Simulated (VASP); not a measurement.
# Si6N (R-3) in VASP: further runs

Si6N is run at these levels: PBE; tasks: single point.

Everything below comes from runs of VASP 6.6.1. Logs are shortened: lines on timing, memory, paths and dates and some standing lists are left out, and cuts for length are marked.

### 1 The cell of the first run

The structure is trigonal, space group R-3 (No. 148). The conventional cell has a = 5.030 Å, b = 5.030 Å, c = 12.341 Å, α = 90.00°, β = 90.00°, γ = 120.00°. Within 2.9 Å of Si (site symmetry 1) lie 1 N at 2.16 Å and 10 Si at 2.50 to 2.85 Å. N (site symmetry -3) has 6 Si at 2.16 Å within 2.9 Å.

### 2 Single point, PBE

The input, INCAR:

```
SYSTEM = Si6N
ALGO     = Normal         ! electronic algorithm
EDIFF    = 1E-6           ! SCF threshold, eV
ENCUT    = 520            ! plane-wave cutoff, eV
GGA      = PE             ! functional
ISIF     = 2              ! what is computed and relaxed
ISMEAR   = 0              ! smearing method
LASPH    = .TRUE.         ! aspherical terms in the spheres
LCHARG   = .TRUE.         ! write CHGCAR
LELF     = .TRUE.         ! ELF
LREAL    = .FALSE.        ! projectors in reciprocal space
LVHAR    = .TRUE.       
LWAVE    = .FALSE.        ! write WAVECAR
NBANDS   = 24             ! bands
NELM     = 60             ! most SCF steps
PREC     = Accurate       ! precision mode
SIGMA    = 0.1            ! smearing width, eV
```

The input, KPOINTS:

```
k-points
0
G
  6 6 6
  0 0 0
```

The input, POSCAR:

```
Si6N
1.0
    2.5150317003      1.4520542292      4.1135740739
   -2.5150317003      1.4520542292      4.1135740739
    0.0000000000     -2.9041084584      4.1135740739
Si N
6 1
Direct
    0.7206332739      0.4653234713      0.0742754899
    0.2793667261      0.5346765287      0.9257245101
    0.4653234713      0.0742754899      0.7206332739
    0.0742754899      0.7206332739      0.4653234713
    0.5346765287      0.9257245101      0.2793667261
    0.9257245101      0.2793667261      0.5346765287
    0.0000000000      0.0000000000      0.0000000000
```

Potentials or basis: VASP PAW PBE potentials, release 64 (Si, N).

The run is started by

```bash
cat potpaw_PBE.64/Si/POTCAR potpaw_PBE.64/N/POTCAR > POTCAR
mpirun -np 1 vasp_std > vasp.out
```

OUTCAR:

```text
SYSTEM = Si6N
   EDIFF = 1E-6
   ENCUT = 520
   GGA = PE
   ISIF = 2
   ISMEAR = 0
   LASPH = .TRUE.
   LREAL = .FALSE.
   NELM = 60
   PREC = Accurate

 ion  position               nearest neighbor table
   1  0.721  0.465  0.074-   7 2.16   2 2.50   5 2.56   6 2.56   3 2.66   4 2.66   2 2.69   4 2.84
                             3 2.84   6 2.85   5 2.85
   2  0.279  0.535  0.926-   7 2.16   1 2.50   3 2.56   4 2.56   5 2.66   6 2.66   1 2.69   6 2.84
                             5 2.84   4 2.85   3 2.85
   3  0.465  0.074  0.721-   7 2.16   5 2.50   2 2.56   6 2.56   4 2.66   1 2.66   5 2.69   4 2.84
                             1 2.84   6 2.85   2 2.85
   4  0.074  0.721  0.465-   7 2.16   6 2.50   2 2.56   5 2.56   3 2.66   1 2.66   6 2.69   3 2.84
                             1 2.84   5 2.85   2 2.85
   5  0.535  0.926  0.279-   7 2.16   3 2.50   1 2.56   4 2.56   6 2.66   2 2.66   3 2.69   6 2.84
                             2 2.84   4 2.85   1 2.85
   6  0.926  0.279  0.535-   7 2.16   4 2.50   1 2.56   3 2.56   5 2.66   2 2.66   4 2.69   5 2.84
                             2 2.84   3 2.85   1 2.85
   7  0.000  0.000  0.000-   1 2.16   2 2.16   3 2.16   5 2.16   4 2.16   6 2.16

  LATTYP: Found a trigonal (rhomboedric) cell.
 ALAT       =     5.0354083846
 COS(alpha) =     0.5010609164

  Lattice vectors:

 A1 = (   2.5150317003,   1.4520542292,   4.1135740739)
 A2 = (  -2.5150317003,   1.4520542292,   4.1135740739)
 A3 = (   0.0000000000,  -2.9041084584,   4.1135740739)

Analysis of symmetry for initial positions (statically):
=====================================================================
 Subroutine PRICEL returns:
 Original cell was already a primitive cell.

 Routine SETGRP: Setting up the symmetry group for a
 trigonal (rhombohedral) supercell.

 Subroutine GETGRP returns: Found  6 space group operations
 (whereof  6 operations were pure point group operations)
 out of a pool of 12 trial point group operations.

The static configuration has the point symmetry S_6 .

Analysis of symmetry for dynamics (positions and initial velocities):
=====================================================================
 Subroutine PRICEL returns:
 Original cell was already a primitive cell.

 Routine SETGRP: Setting up the symmetry group for a
 trigonal (rhombohedral) supercell.

 Subroutine GETGRP returns: Found  6 space group operations
 (whereof  6 operations were pure point group operations)
 out of a pool of 12 trial point group operations.

The dynamic configuration has the point symmetry S_6 .

 Subroutine INISYM returns: Found  6 space group operations
 (whereof  6 operations are pure point group operations),
 and found     1 'primitive' translations

----------------------------------------------------------------------------------------

                                     Primitive cell

  volume of cell :      90.1357

  direct lattice vectors                    reciprocal lattice vectors
     2.515031700  1.452054229  4.113574074     0.198804651  0.114779919  0.081032535
    -2.515031700  1.452054229  4.113574074    -0.198804651  0.114779919  0.081032535
     0.000000000 -2.904108458  4.113574074     0.000000000 -0.229559838  0.081032535

  length of vectors
     5.035408385  5.035408385  5.035408385     0.243441966  0.243441966  0.243441966

  position of ions in fractional coordinates (direct lattice)
     0.720633274  0.465323471  0.074275490
     0.279366726  0.534676529  0.925724510
     0.465323471  0.074275490  0.720633274
     0.074275490  0.720633274  0.465323471
     0.534676529  0.925724510  0.279366726
     0.925724510  0.279366726  0.534676529
     0.000000000  0.000000000  0.000000000

  ion indices of the primitive-cell ions
   primitive index   ion index
                 1           1
                 2           2
                 3           3
                 4           4
                 5           5
                 6           6
                 7           7

----------------------------------------------------------------------------------------

 KPOINTS: k-points

Automatic generation of k-mesh.
 Grid dimensions read from file:
 generate k-points for:    6    6    6

 Generating k-lattice:

  Cartesian coordinates                     Fractional coordinates (reciprocal lattice)
     0.033134109  0.019129986  0.013505422     0.166666667  0.000000000  0.000000000
    -0.033134109  0.019129986  0.013505422     0.000000000  0.166666667  0.000000000
     0.000000000 -0.038259973  0.013505422     0.000000000  0.000000000  0.166666667

  Length of vectors
     0.040573661  0.040573661  0.040573661

  Shift w.r.t. Gamma in fractional coordinates (k-lattice)
     0.000000000  0.000000000  0.000000000

 Subroutine IBZKPT returns following result:
 ===========================================

 Found     40 irreducible k-points:

 Following reciprocal coordinates:
            Coordinates               Weight
  0.000000  0.000000  0.000000      1.000000
  0.166667 -0.000000  0.000000      6.000000
  0.333333 -0.000000  0.000000      6.000000
  0.500000 -0.000000  0.000000      3.000000
  0.166667  0.166667  0.000000      6.000000
  0.333333  0.166667  0.000000      6.000000
[... 16 lines left out ...]
  0.333333  0.333333  0.166667      6.000000
  0.500000  0.333333  0.166667      6.000000
 [... further k-points ...]
   k-points           NKPTS =     40   k-points in BZ     NKDIM =     40   number of bands    NBANDS=     24
   number of dos      NEDOS =    301   number of ions     NIONS =      7
   total plane-waves  NPLWV =  64000
   dimension x,y,z NGX =    40 NGY =   40 NGZ =   40
   dimension x,y,z NGXF=    80 NGYF=   80 NGZF=   80
   ions per type =               6   1
   NGX,Y,Z   is equivalent  to a cutoff of  13.21, 13.21, 13.21 a.u.
   NGXF,Y,Z  is equivalent  to a cutoff of  26.41, 26.41, 26.41 a.u.
 SYSTEM =  Si6N
   PREC   = accura    normal or accurate (medium, high low for compatibility)
   ISTART =      0    job   : 0-new  1-cont  2-samecut
   ICHARG =      2    charge: 1-file 2-atom 10-const
   ISPIN  =      1    spin polarized calculation?
   LNONCOLLINEAR =      F non collinear calculations
   LSORBIT =      F    spin-orbit coupling
   LASPH  =      T    aspherical Exc in radial PAW
   ENCUT  =  520.0 eV  38.22 Ry    6.18 a.u.   9.36  9.36  9.36*2*pi/ulx,y,z
   NELM   =     60;   NELMIN=  2; NELMDL= -5     # of ELM steps
   EDIFF  = 0.1E-05   stopping-criterion for ELM
   LREAL  =      F    real-space projection
   EDIFFG = 0.1E-04   stopping-criterion for IOM
   NSW    =      0    number of steps for IOM
   IBRION =     -1    ionic relax: 0-MD 1-quasi-New 2-CG
   NFREE  =      0    steps in history (QN), initial steepest desc. (CG)
   ISIF   =      2    stress and relaxation
   ISYM   =      2    0-nonsym 1-usesym 2-fastsym
   POTIM  = 0.5000    time-step for ionic-motion
   TEBEG  =    0.0;   TEEND  =   0.0 temperature during run
   PSTRESS=    0.0 pullay stress
   NELECT =      29.0000    total number of electrons
   NUPDOWN=      -1.0000    fix difference up-down
   EMIN   =  10.00;   EMAX   =-10.00  energy-range for DOS
   EFERMI =   0.00;   METHOD = LEGACY
   ISMEAR =     0;   SIGMA  =   0.10  broadening in eV -4-tet -1-fermi 0-gaus
   EFERMI_NEDOS =   21; number of points for ismear=-14 and -15
   IALGO  =     38    algorithm
   IMIX   =      4    mixing-type and parameters
     AMIX     =   0.40;   BMIX     =  1.00
     AMIX_MAG =   1.60;   BMIX_MAG =  1.00
  volume/ion in A,a.u.               =      12.88        86.90
  Fermi-wavevector in a.u.,A,eV,Ry     =   1.121782  2.119861 17.121507  1.258395
  Thomas-Fermi vector in A             =   2.258438
   LORBIT       =      0    0 simple, 1 ext, 2 COOP (PROOUT), +10 PAW based schemes
   GGA     = PE    functional components
   LHFCALC =     F    Hartree Fock is set to
   AEXX    =    0.0000 exact exchange contribution
   IVDW    =     0    specifies the selected vdW correction
   LEPSILON=     F    determine dielectric tensor
   LRPA    =     F    only Hartree local field effects (RPA)
 non-spin polarized calculation
 Gauss-broadening in eV      SIGMA  =   0.10
  energy-cutoff  :      520.00
  volume of cell :       90.14
 maximum number of plane-waves:      2452
 NGX is ok and might be reduce to    40
   NGX = 19   NGY = 19   NGZ = 19

 number of electron      28.9999998 magnetization

 Free energy of the ion-electron system (eV)
  ---------------------------------------------------
  ext. energy  EPLUGINS =         0.00000000
  ---------------------------------------------------
  free energy    TOTEN  =       -37.32388848 eV

  energy without entropy =      -37.31142747  energy(sigma->0) =      -37.31765797

 E-fermi :  10.4405     XC(G=0): -11.4285

 val. band max:       10.4402649606   @ k =   0.5000   0.3333   0.1667
 cond. band min:      10.4419383075   @ k =   0.1667  -0.1667  -0.3333
 fundamental gap:      0.0016733469
 Fermi energy:        10.4404744186

 k-point     1 :       0.0000    0.0000    0.0000
  band No.  band energies     occupation
      1      -6.5895      2.00000
      2      -1.7232      2.00000
      3       2.4116      2.00000
      4       2.4116      2.00000
      5       3.3150      2.00000
      6       3.7090      2.00000
[... 16 lines left out ...]
     23      16.9564      0.00000
     24      17.6381      0.00000

 k-point     2 :       0.1667   -0.0000    0.0000
  band No.  band energies     occupation
      1      -6.4731      2.00000
      2      -1.8609      2.00000
      3       1.4599      2.00000
      4       2.1487      2.00000
      5       3.0513      2.00000
      6       3.6295      2.00000
[... 16 lines left out ...]
     23      16.9692      0.00000
     24      17.8555      0.00000

 k-point     3 :       0.3333   -0.0000    0.0000
  band No.  band energies     occupation
      1      -6.2050      2.00000
      2      -2.1823      2.00000
      3       0.3147      2.00000
      4       1.9022      2.00000
      5       2.7511      2.00000
      6       3.4415      2.00000
[... 16 lines left out ...]
     23      17.3420      0.00000
     24      17.4340      0.00000

 k-point     4 :       0.5000   -0.0000    0.0000
  band No.  band energies     occupation
      1      -6.0462      2.00000
      2      -2.3829      2.00000
      3      -0.0847      2.00000
      4       1.8468      2.00000
      5       2.6574      2.00000
      6       3.1011      2.00000
[... 16 lines left out ...]
     23      15.3157      0.00000
     24      17.0530      0.00000

 k-point     5 :       0.1667    0.1667    0.0000
  band No.  band energies     occupation
      1      -6.4379      2.00000
      2      -1.8597      2.00000
      3       1.5361      2.00000
      4       2.0212      2.00000
      5       2.4869      2.00000
      6       3.1073      2.00000
[... 16 lines left out ...]
     23      16.3733      0.00000
     24      18.0545      0.00000

 k-point     6 :       0.3333    0.1667    0.0000
  band No.  band energies     occupation
      1      -6.2234      2.00000
      2      -2.0113      2.00000
      3       0.3808      2.00000
      4       1.6771      2.00000
      5       2.0749      2.00000
      6       2.9976      2.00000
[... 16 lines left out ...]
     23      16.1874      0.00000
     24      17.5243      0.00000
[... 379 lines left out ...]
 k-point    21 :      -0.3333    0.1667    0.1667
  band No.  band energies     occupation
      1      -6.0176      2.00000
      2      -2.1880      2.00000
      3      -0.2650      2.00000
      4       1.2391      2.00000
      5       1.6310      2.00000
      6       3.7280      2.00000
[... 16 lines left out ...]
     23      15.9845      0.00000
     24      16.1133      0.00000

 k-point    22 :      -0.1667    0.1667    0.1667
  band No.  band energies     occupation
      1      -6.2186      2.00000
      2      -2.0554      2.00000
      3       0.6771      2.00000
      4       1.1882      2.00000
      5       2.0889      2.00000
      6       3.1620      2.00000
[... 16 lines left out ...]
     23      16.8449      0.00000
     24      17.3595      0.00000

 k-point    23 :       0.3333    0.3333    0.1667
  band No.  band energies     occupation
      1      -6.2365      2.00000
      2      -1.9472      2.00000
      3       0.6596      2.00000
      4       1.2035      2.00000
      5       2.0577      2.00000
      6       3.2826      2.00000
[... 16 lines left out ...]
     23      16.6368      0.00000
     24      17.1519      0.00000

 k-point    24 :       0.5000    0.3333    0.1667
  band No.  band energies     occupation
      1      -6.0508      2.00000
      2      -1.8725      2.00000
      3      -0.2518      2.00000
      4       0.4106      2.00000
      5       2.2358      2.00000
      6       3.3588      2.00000
[... 16 lines left out ...]
     23      15.2815      0.00000
     24      16.1831      0.00000

 [... further k-points ...]
[... 5 lines left out ...]
  --------------------------------------------------------------------------------------
  -------------------------------------------------------------------------------------
  Total       -0.0347829     -0.0347829      0.0601845      0.0000000     -0.0000000      0.0000000
  in kB       -0.6182719     -0.6182719      1.0697890      0.0000001     -0.0000000      0.0000000
  external PRESSURE =      -0.0555850 kB  Pullay stress =       0.0000000 kB

 VOLUME and BASIS-vectors are now :
 -----------------------------------------------------------------------------
  energy-cutoff  :      520.00
  volume of cell :       90.14
      direct lattice vectors                 reciprocal lattice vectors
     2.515031700  1.452054229  4.113574074     0.198804651  0.114779919  0.081032535
    -2.515031700  1.452054229  4.113574074    -0.198804651  0.114779919  0.081032535
     0.000000000 -2.904108458  4.113574074     0.000000000 -0.229559838  0.081032535

 POSITION                                       TOTAL-FORCE (eV/Angst)
 -----------------------------------------------------------------------------------
      0.64211      1.50637      5.18406        -0.008347      0.001033     -0.007365
     -0.64211     -1.50637      7.15666         0.008347     -0.001033      0.007365
      0.98350     -1.30927      5.18406         0.005068      0.006713     -0.007365
     -1.62561     -0.19710      5.18406         0.003279     -0.007745     -0.007365
     -0.98350      1.30927      7.15666        -0.005068     -0.006713      0.007365
      1.62561      0.19710      7.15666        -0.003279      0.007745      0.007365
      0.00000      0.00000      0.00000         0.000000     -0.000000      0.000000
 -----------------------------------------------------------------------------------
    total drift:                                0.000000     -0.000000     -0.000000

  FREE ENERGIE OF THE ION-ELECTRON SYSTEM (eV)
  ---------------------------------------------------
  free  energy   TOTEN  =       -37.3238884765 eV

  energy  without entropy=      -37.3114274712  energy(sigma->0) =      -37.31765797
```

Run time: 79 s. Hardware: 1 thread of Intel Xeon 6975P-C (Granite Rapids), shared host; peak memory 0.25 GiB.

Results:

| Item | Value |
| --- | --- |
| Free energy | -37.3239 eV |
| Pressure | 0.0 GPa |
| Largest force | 0.011 eV/Å |

Forces on the atoms (eV/Å):
```
Si  -0.008  0.001 -0.007
Si   0.008 -0.001  0.007
Si   0.005  0.007 -0.007
Si   0.003 -0.008 -0.007
Si  -0.005 -0.007  0.007
Si  -0.003  0.008  0.007
N    0.000  0.000  0.000
```

Levels at points of the mesh, in eV from the Fermi level:
```csv
k point,band 12,band 13,band 14,band 15,band 16,band 17
"(0.00, 0.00, 0.00)",-4.02,-3.81,-3.81,-3.29,2.20,2.20
"(0.50, 0.00, 0.00)",-2.78,-1.84,-0.95,0.60,1.42,1.94
"(0.50, 0.50, 0.00)",-1.22,-0.46,-0.44,0.08,0.41,0.94
"(0.50, 0.50, 0.50)",-2.63,-2.15,-2.15,1.81,2.18,2.18
```

### 3 Single point, PBE

This run uses another cell than the first one, of 14.59 Å³/atom, 1.133 times its volume.

The input, INCAR:

```
PREC = Accurate ; ENCUT = 520
EDIFF = 1E-6 ; ISMEAR = 0
SIGMA = 0.1 ; LREAL = F
LASPH = T ; NELM = 80
ALGO = Normal ; ISIF = 2
LWAVE = F ; LCHARG = F
GGA = PE ; NBANDS = 24
```

The input, KPOINTS:

```
regular mesh
0
Gamma
  6 6 6
```

The input, POSCAR:

```
Si6N
1.0
    2.5307658100      1.4611383200      4.6027217300
   -2.5307658100      1.4611383200      4.6027217300
    0.0000000000     -2.9222766400      4.6027217300
Si N
6 1
Direct
    0.7751936500      0.3763015900      0.0819004800
    0.2248063500      0.6236984100      0.9180995200
    0.3763015900      0.0819004800      0.7751936500
    0.0819004800      0.7751936500      0.3763015900
    0.6236984100      0.9180995200      0.2248063500
    0.9180995200      0.2248063500      0.6236984100
    0.0000000000      0.0000000000      0.0000000000
```

Potentials or basis: VASP PAW PBE potentials, release 64 (Si, N).

The run is started by

```bash
cat potpaw_PBE.64/Si/POTCAR potpaw_PBE.64/N/POTCAR > POTCAR
mpirun -np 1 vasp_std > vasp.out
```

Run time: 91 s. Hardware: 1 thread of Intel Xeon 6975P-C (Granite Rapids), shared host; peak memory 0.29 GiB.

Results (log left out):

```yaml
Free_energy: -33.8032 eV
Pressure: 10.5 GPa
Largest_force: 2.856 eV/Å
```

Forces in eV/Å, atoms in the order of the input:
```
Si  -2.406  0.046  1.539
Si   2.406 -0.046 -1.539
Si   1.243  2.060  1.539
Si   1.163 -2.106  1.539
Si  -1.243 -2.060 -1.539
Si  -1.163  2.106 -1.539
N    0.000  0.000  0.000
```

Stress tensor (GPa, compression positive):
```
12.30  0.00  0.00
 0.00 12.30  0.00
 0.00  0.00  6.84
```

Levels at points of the mesh, in eV from the Fermi level:
| k point | band 12 | band 13 | band 14 | band 15 | band 16 | band 17 | band 18 | band 19 |
| --- | --- | --- | --- | --- | --- | --- | --- | --- |
| (0.00, 0.00, 0.00) | -3.35 | -3.35 | -2.62 | -1.16 | 0.97 | 0.97 | 1.33 | 3.22 |
| (0.50, 0.00, 0.00) | -2.66 | -1.87 | -1.37 | 0.28 | 1.59 | 2.17 | 2.73 | 3.14 |
| (0.50, 0.50, 0.00) | -0.96 | -0.89 | -0.53 | 0.22 | 1.01 | 1.60 | 2.02 | 2.08 |
| (0.50, 0.50, 0.50) | -2.47 | -2.14 | -2.14 | 0.79 | 0.79 | 1.15 | 1.21 | 2.45 |

Caveat: forces of over 1 eV/Å act on the atoms, so gaps and moduli don't describe the material at rest.
